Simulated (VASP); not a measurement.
Write the native input for VASP 6.6.1 that does the following.

```yaml
Task: density of states
Functional: PBE
Potentials_or_basis: VASP PAW PBE potentials, release 64 (Ta_pv, Si)
Cutoff: 520 eV
k_mesh: 10 × 10 × 10
Occupations: gaussian, width 0.1 eV
Spin: no spin polarisation
Dipole_correction: no
k_mesh_for_the_DOS: 15 × 15 × 15
Occupations_for_the_DOS: tetrahedron
Further_INCAR_settings: ALGO = Normal; EDIFF = 1e-06
```

Crystal: TaSi3.

```
Ta Si
1.0
     4.90862    0.00000    0.00000
     0.00000    4.90862    0.00000
     0.00000    0.00000    4.90862
Ta Si
1 3
Direct
  0.00000 0.00000 0.00000
  0.50000 0.00000 0.00000
  0.00000 0.50000 0.00000
  0.00000 0.00000 0.50000
```

One way to write it, as run:

POSCAR

```
TaSi3
1.0
    4.9086189310      0.0000000000      0.0000000000
    0.0000000000      4.9086189310      0.0000000000
    0.0000000000      0.0000000000      4.9086189310
Ta Si
1 3
Direct
    0.0000000000      0.0000000000      0.0000000000
    0.5000000000      0.0000000000      0.0000000000
    0.0000000000      0.5000000000      0.0000000000
    0.0000000000      0.0000000000      0.5000000000
```

INCAR.step1

```
SYSTEM = TaSi3
ALGO = Normal
EDIFF = 1E-6
ENCUT = 520
GGA = PE
ISIF = 2
ISMEAR = 0
LASPH = .TRUE.
LCHARG = .TRUE.
LMAXMIX = 4
LREAL = .FALSE.
LWAVE = .FALSE.
NBANDS = 20
NELM = 60
PREC = Accurate
SIGMA = 0.1
```

KPOINTS.step1

```
k-points
0
G
  10 10 10
  0 0 0
```

INCAR.step2

```
SYSTEM = TaSi3
ALGO = Normal
EDIFF = 1E-6
ENCUT = 520
GGA = PE
ICHARG = 11
ISIF = 2
ISMEAR = -5
LASPH = .TRUE.
LCHARG = .FALSE.
LMAXMIX = 4
LORBIT = 11
LREAL = .FALSE.
LWAVE = .FALSE.
NEDOS = 1001
NELM = 60
PREC = Accurate
SIGMA = 0.1
```

KPOINTS.step2

```
k-points
0
G
  15 15 15
  0 0 0
```

Potentials or basis: VASP PAW PBE potentials, release 64 (Ta_pv, Si).

Run with:

```bash
$ cat potpaw_PBE.64/Ta_pv/POTCAR potpaw_PBE.64/Si/POTCAR > POTCAR
$ cp INCAR.step1 INCAR
$ cp KPOINTS.step1 KPOINTS
$ mpirun -np 1 vasp_std > vasp.out
$ cp INCAR.step2 INCAR
$ cp KPOINTS.step2 KPOINTS
$ mpirun -np 1 vasp_std > vasp.out
```

Results of the run:

```yaml
Valence_electrons_inside_the_program's_atomic_spheres: Ta 9.19; Si 1.59
```

Caveat: spin-orbit coupling is left out, which moves the levels of the heavy elements.

Run time: 2.7 min on 1 thread of Intel Xeon 6975P-C, on a shared host, peak memory 0.39 GiB.
